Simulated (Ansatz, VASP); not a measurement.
# One calculation of CsPbCl3, two programs

```
Cs Pb Cl
1.0
     4.05561    2.34151    3.31266
    -4.05561    2.34151    3.31266
     0.00000   -4.68301    3.31266
Cs Pb Cl
1 1 3
Direct
  0.50000 0.50000 0.50000
  0.00000 0.00000 0.00000
  0.50000 0.00000 0.00000
  0.00000 0.00000 0.50000
  0.00000 0.50000 0.00000
```

Alike in both runs: functional PBE; k mesh 6 × 6 × 6; occupations gaussian, width 0.02 eV; no spin polarisation.

Ansatz relaxed the structure, and its values are those at the end. VASP's run is a single point on that final structure, the one shown.

|  | VASP | Ansatz |
| --- | --- | --- |
| version | VASP 6.6.1 | Ansatz 0.2.0 |
| potentials or method | VASP PAW PBE potentials, release 64 (Cs_sv, Pb_d, Cl), cutoff 520 eV | scalar-relativistic, plane waves, PAW |
| valence electrons in the cell | 44 | 44 |

```csv
,VASP,Ansatz,Ansatz less VASP
gap on the k mesh at the Fermi level (eV),2.22,2.21,-0.008
least direct gap on the mesh (eV),2.22,2.21,-0.008
pressure (GPa),-0.1,0.0,+0.04
```

Ansatz's warnings: structure snapped to symmetry.

Neither program's run includes spin-orbit coupling.
